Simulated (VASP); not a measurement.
# TaAs (I4_1md) in VASP: single point with PBE+D3(BJ)

Aim: the single point of TaAs with PBE+D3(BJ).

Program: VASP 6.6.1. These are calculated values, not measurements. Logs are shortened: lines on timing, memory, paths and dates and some standing lists are left out, and cuts for length are marked.

## 1. The cell of the first run

It takes space group I4_1md (No. 109, tetragonal). Conventional cell: a = 3.433 Å, b = 3.433 Å, c = 11.568 Å, α = 90.00°, β = 90.00°, γ = 90.00°. Within 3.5 Å of Ta (site symmetry 2mm) lie 6 As at 2.59 to 2.61 Å and 8 Ta at 3.36 to 3.43 Å. Within 3.5 Å of As (site symmetry 2mm) lie 6 Ta at 2.59 to 2.61 Å and 8 As at 3.36 to 3.43 Å.

## 2. Single point, PBE+D3(BJ)

Input file INCAR:

```
  PREC = Accurate
  ENCUT = 520
  EDIFF = 1E-7
  ISMEAR = 0
  SIGMA = 0.1
  LREAL = False
  LASPH = True
  NELM = 100
  ALGO = Normal
  ISIF = 2
  LWAVE = False
  LCHARG = False
  GGA = PE
  IVDW = 12
  NBANDS = 24
```

Input file KPOINTS:

```
regular mesh
0
Gamma
  18 18 18
```

Input file POSCAR:

```
TaAs
1.0
   -1.7162879915      1.7162879915      5.7839900059
    1.7162879915     -1.7162879915      5.7839900059
    1.7162879915      1.7162879915     -5.7839900059
Ta As
2 2
Direct
    0.5003757540      1.0003757540      0.5000000000
    0.7503757540      0.7503757540      0.0000000000
    0.0822232460      0.5822232460      0.5000000000
    0.3322232460      0.3322232460      0.0000000000
```

Potentials or basis: VASP PAW PBE potentials, release 64 (Ta_pv, As).

Started as:

```
$ cat potpaw_PBE.64/Ta_pv/POTCAR potpaw_PBE.64/As/POTCAR > POTCAR
$ mpirun -np 1 vasp_std > vasp.out
```

OUTCAR:

```text
PREC = Accurate
   ENCUT = 520
   EDIFF = 1E-7
   ISMEAR = 0
   LREAL = False
   LASPH = True
   NELM = 100
   ISIF = 2
   GGA = PE
   IVDW = 12
 IVDW          = 12

 ion  position               nearest neighbor table
   1  0.500  0.000  0.500-   4 2.59   4 2.59   3 2.61   3 2.61   3 2.61   3 2.61   2 3.36   2 3.36
                             2 3.36   2 3.36
   2  0.750  0.750  0.000-   3 2.59   3 2.59   4 2.61   4 2.61   4 2.61   4 2.61   1 3.36   1 3.36
                             1 3.36   1 3.36
   3  0.082  0.582  0.500-   2 2.59   2 2.59   1 2.61   1 2.61   1 2.61   1 2.61
   4  0.332  0.332  0.000-   1 2.59   1 2.59   2 2.61   2 2.61   2 2.61   2 2.61

  LATTYP: Found a body centered tetragonal cell.
 ALAT       =     3.4325759830
 C/A-ratio  =     3.3700579591

  Lattice vectors:

 A1 = (  -1.7162879915,   1.7162879915,   5.7839900059)
 A2 = (   1.7162879915,  -1.7162879915,   5.7839900059)
 A3 = (   1.7162879915,   1.7162879915,  -5.7839900059)

Analysis of symmetry for initial positions (statically):
=====================================================================
 Subroutine PRICEL returns:
 Original cell was already a primitive cell.

 Routine SETGRP: Setting up the symmetry group for a
 body centered tetragonal supercell.

 Subroutine GETGRP returns: Found  8 space group operations
 (whereof  4 operations were pure point group operations)
 out of a pool of 16 trial point group operations.

The static configuration has the point symmetry C_2v.
 The point group associated with its full space group is C_4v.

Analysis of symmetry for dynamics (positions and initial velocities):
=====================================================================
 Subroutine PRICEL returns:
 Original cell was already a primitive cell.

 Routine SETGRP: Setting up the symmetry group for a
 body centered tetragonal supercell.

 Subroutine GETGRP returns: Found  8 space group operations
 (whereof  4 operations were pure point group operations)
 out of a pool of 16 trial point group operations.

The dynamic configuration has the point symmetry C_2v.
 The point group associated with its full space group is C_4v.

 Subroutine INISYM returns: Found  8 space group operations
 (whereof  4 operations are pure point group operations),
 and found     1 'primitive' translations

----------------------------------------------------------------------------------------

                                     Primitive cell

  volume of cell :      68.1503

  direct lattice vectors                    reciprocal lattice vectors
    -1.716287991  1.716287991  5.783990006     0.000000000  0.291326399  0.086445516
     1.716287991 -1.716287991  5.783990006     0.291326399  0.000000000  0.086445516
     1.716287991  1.716287991 -5.783990006     0.291326399  0.291326399  0.000000000

  length of vectors
     6.272625394  6.272625394  6.272625394     0.303881388  0.303881388  0.411997744

  position of ions in fractional coordinates (direct lattice)
     0.500375754  0.000375754  0.500000000
     0.750375754  0.750375754  0.000000000
     0.082223246  0.582223246  0.500000000
     0.332223246  0.332223246  0.000000000

  ion indices of the primitive-cell ions
   primitive index   ion index
                 1           1
                 2           2
                 3           3
                 4           4

----------------------------------------------------------------------------------------

 KPOINTS: regular mesh

Automatic generation of k-mesh.
 Grid dimensions read from file:
 generate k-points for:   18   18   18

 Generating k-lattice:

  Cartesian coordinates                     Fractional coordinates (reciprocal lattice)
     0.000000000  0.016184800  0.004802529     0.055555556  0.000000000  0.000000000
     0.016184800  0.000000000  0.004802529     0.000000000  0.055555556  0.000000000
     0.016184800  0.016184800  0.000000000     0.000000000  0.000000000  0.055555556

  Length of vectors
     0.016882299  0.016882299  0.022888764

  Shift w.r.t. Gamma in fractional coordinates (k-lattice)
     0.000000000  0.000000000  0.000000000

 Subroutine IBZKPT returns following result:
 ===========================================

 Found    480 irreducible k-points:

 Following reciprocal coordinates:
            Coordinates               Weight
  0.000000  0.000000  0.000000      1.000000
  0.055556  0.000000  0.000000      8.000000
  0.111111  0.000000  0.000000      8.000000
  0.166667  0.000000 -0.000000      8.000000
  0.222222  0.000000 -0.000000      8.000000
  0.277778  0.000000 -0.000000      8.000000
[... 16 lines left out ...]
 -0.277778  0.055556  0.000000     16.000000
 -0.222222  0.055556  0.000000     16.000000
 [... further k-points ...]
   k-points           NKPTS =    480   k-points in BZ     NKDIM =    480   number of bands    NBANDS=     24
   number of dos      NEDOS =    301   number of ions     NIONS =      4
   total plane-waves  NPLWV = 110592
   dimension x,y,z NGX =    48 NGY =   48 NGZ =   48
   dimension x,y,z NGXF=    96 NGYF=   96 NGZF=   96
   ions per type =               2   2
   NGX,Y,Z   is equivalent  to a cutoff of  12.72, 12.72, 12.72 a.u.
   NGXF,Y,Z  is equivalent  to a cutoff of  25.44, 25.44, 25.44 a.u.
 SYSTEM =  unknown system
   PREC   = accura    normal or accurate (medium, high low for compatibility)
   ISTART =      0    job   : 0-new  1-cont  2-samecut
   ICHARG =      2    charge: 1-file 2-atom 10-const
   ISPIN  =      1    spin polarized calculation?
   LNONCOLLINEAR =      F non collinear calculations
   LSORBIT =      F    spin-orbit coupling
   LASPH  =      T    aspherical Exc in radial PAW
   ENCUT  =  520.0 eV  38.22 Ry    6.18 a.u.  11.66 11.66 11.66*2*pi/ulx,y,z
   NELM   =    100;   NELMIN=  2; NELMDL= -5     # of ELM steps
   EDIFF  = 0.1E-06   stopping-criterion for ELM
   LREAL  =      F    real-space projection
   EDIFFG = 0.1E-05   stopping-criterion for IOM
   NSW    =      0    number of steps for IOM
   IBRION =     -1    ionic relax: 0-MD 1-quasi-New 2-CG
   NFREE  =      0    steps in history (QN), initial steepest desc. (CG)
   ISIF   =      2    stress and relaxation
   ISYM   =      2    0-nonsym 1-usesym 2-fastsym
   POTIM  = 0.5000    time-step for ionic-motion
   TEBEG  =    0.0;   TEEND  =   0.0 temperature during run
   PSTRESS=    0.0 pullay stress
   NELECT =      32.0000    total number of electrons
   NUPDOWN=      -1.0000    fix difference up-down
   EMIN   =  10.00;   EMAX   =-10.00  energy-range for DOS
   EFERMI =   0.00;   METHOD = LEGACY
   ISMEAR =     0;   SIGMA  =   0.10  broadening in eV -4-tet -1-fermi 0-gaus
   EFERMI_NEDOS =   21; number of points for ismear=-14 and -15
   IALGO  =     38    algorithm
   IMIX   =      4    mixing-type and parameters
     AMIX     =   0.40;   BMIX     =  1.00
     AMIX_MAG =   1.60;   BMIX_MAG =  1.00
  volume/ion in A,a.u.               =      17.04       114.98
  Fermi-wavevector in a.u.,A,eV,Ry     =   1.272435  2.404553 22.029061  1.619090
  Thomas-Fermi vector in A             =   2.405313
   LORBIT       =      0    0 simple, 1 ext, 2 COOP (PROOUT), +10 PAW based schemes
   GGA     = PE    functional components
   LHFCALC =     F    Hartree Fock is set to
   AEXX    =    0.0000 exact exchange contribution
   IVDW    =    12    specifies the selected vdW correction
   LEPSILON=     F    determine dielectric tensor
   LRPA    =     F    only Hartree local field effects (RPA)
 non-spin polarized calculation
 Gauss-broadening in eV      SIGMA  =   0.10
  energy-cutoff  :      520.00
  volume of cell :       68.15
 maximum number of plane-waves:      1857
   NGX = 23   NGY = 23   NGZ = 23

 number of electron      32.0000001 magnetization

 Free energy of the ion-electron system (eV)
  ---------------------------------------------------
  ext. energy  EPLUGINS =         0.00000000
  ---------------------------------------------------
  free energy    TOTEN  =       -35.07155628 eV

  energy without entropy =      -35.06989205  energy(sigma->0) =      -35.07072416

 E-fermi :   7.1763     XC(G=0): -12.0121

 val. band max:        7.1754870416   @ k =  -0.1111  -0.4444   0.1111
 cond. band min:       7.1856768477   @ k =  -0.1667  -0.4444   0.1667
 fundamental gap:      0.0101898061
 Fermi energy:         7.1763202907

 k-point     1 :       0.0000    0.0000    0.0000
  band No.  band energies     occupation
      1     -27.7581      2.00000
      2     -27.7109      2.00000
      3     -27.7109      2.00000
      4     -27.5556      2.00000
      5     -27.5556      2.00000
      6     -27.4915      2.00000
[... 16 lines left out ...]
     23      11.3544      0.00000
     24      11.3544      0.00000

 k-point     2 :       0.0556    0.0000    0.0000
  band No.  band energies     occupation
      1     -27.7568      2.00000
      2     -27.7155      2.00000
      3     -27.7104      2.00000
      4     -27.5606      2.00000
      5     -27.5550      2.00000
      6     -27.4921      2.00000
[... 16 lines left out ...]
     23      11.0550      0.00000
     24      11.5105      0.00000

 k-point     3 :       0.1111    0.0000    0.0000
  band No.  band energies     occupation
      1     -27.7550      2.00000
      2     -27.7266      2.00000
      3     -27.7091      2.00000
      4     -27.5747      2.00000
      5     -27.5533      2.00000
      6     -27.4939      2.00000
[... 16 lines left out ...]
     23      11.1736      0.00000
     24      11.9225      0.00000
[... 514 lines left out ...]
 k-point    23 :      -0.2778    0.0556    0.0000
  band No.  band energies     occupation
      1     -27.8194      2.00000
      2     -27.7160      2.00000
      3     -27.7035      2.00000
      4     -27.6432      2.00000
      5     -27.5492      2.00000
      6     -27.5064      2.00000
[... 16 lines left out ...]
     23      12.1045      0.00000
     24      13.2009      0.00000

 k-point    24 :      -0.2222    0.0556    0.0000
  band No.  band energies     occupation
      1     -27.7902      2.00000
      2     -27.7248      2.00000
      3     -27.7075      2.00000
      4     -27.6196      2.00000
      5     -27.5526      2.00000
      6     -27.4999      2.00000
[... 16 lines left out ...]
     23      11.9856      0.00000
     24      12.7223      0.00000

 [... further k-points ...]

------------------------ aborting loop because EDIFF is reached ----------------------------------------

 Edisp (eV)   -2.45810

 E8    (eV) :    -1.1704

  FORCE on cell =-STRESS in cart. coord.  units (eV):
  Direction    XX          YY          ZZ          XY          YZ          ZX
  --------------------------------------------------------------------------------------
  -------------------------------------------------------------------------------------
  Total       0.23662     0.23662     0.18792     0.00000     0.00000     0.00000
  in kB       5.56270     5.56270     4.41787     0.00000     0.00000     0.00000
  external pressure =        5.18 kB  Pullay stress =        0.00 kB

 VOLUME and BASIS-vectors are now :
 -----------------------------------------------------------------------------
  energy-cutoff  :      520.00
  volume of cell :       68.15
      direct lattice vectors                 reciprocal lattice vectors
    -1.716287991  1.716287991  5.783990006     0.000000000  0.291326399  0.086445516
     1.716287991 -1.716287991  5.783990006     0.291326399  0.000000000  0.086445516
     1.716287991  1.716287991 -5.783990006     0.291326399  0.291326399  0.000000000

 POSITION                                       TOTAL-FORCE (eV/Angst)
 -----------------------------------------------------------------------------------
      0.00000      1.71629      0.00435         0.000000     -0.000000      0.005521
      0.00000      0.00000      8.68033        -0.000000      0.000000      0.005521
      1.71629      0.00000      0.95116         0.000000     -0.000000     -0.005521
      0.00000      0.00000      3.84315        -0.000000      0.000000     -0.005521
 -----------------------------------------------------------------------------------
    total drift:                                0.000000      0.000000      0.000290

  FREE ENERGIE OF THE ION-ELECTRON SYSTEM (eV)
  ---------------------------------------------------
  free  energy   TOTEN  =       -37.5296608090 eV

  energy  without entropy=      -37.5279965798  energy(sigma->0) =      -37.52882869
```

It took 10 min on 1 thread of Intel Xeon 6975P-C (Granite Rapids), shared host; peak memory 0.89 GiB.

What came out:

| Property | Result |
| --- | --- |
| Free energy | -37.5297 eV |
| Pressure | 0.5 GPa |
| Largest force | 0.006 eV/Å |
| Band gap on the k mesh | zero (bands 16 and 17 overlap by 0.03 eV) |
| Dispersion energy per atom | -0.615 eV |

Forces in eV/Å, atoms in the order of the input:
```
Ta   0.000  0.000  0.006
Ta   0.000  0.000  0.006
As   0.000  0.000 -0.006
As   0.000  0.000 -0.006
```

Caveat: spin-orbit coupling is left out, which moves the levels of the heavy elements.
